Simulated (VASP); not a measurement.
Runs of VASP 6.6.1 on SrCl2. The structure is that of space group Fm-3m (No. 225), or close to it. The cells are those of the table. 

```tsv
cell	gap on the mesh (eV)	pressure (GPa)
a = 4.962 Å, angles 60.0°, 3 atoms	(b)	(c)
a = 4.913 Å, angles 60.0°, 3 atoms	(a)	-2.3
a = 5.026 Å, angles 60.0°, 3 atoms	4.68	-4.2
a = 4.863 Å, angles 60.0°, 3 atoms	5.05	-1.2
a = 4.880, b = 4.880, c = 4.929 Å, angles 59.7, 59.7, 60.7°, 3 atoms	4.87	-2.0
```

Alike in all rows: task single point; level LDA; potentials or basis VASP PAW LDA potentials, release 64 (Sr_sv, Cl); no spin polarisation; k mesh 8 × 8 × 8; cutoff (eV) 520; smearing fermi-dirac 0.01 eV.

Estimate the missing entries.

(a) 4.93; (b) 4.82; (c) -3.3.

A k mesh can miss the band edges, and the runs leave out spin-orbit coupling on Sr.
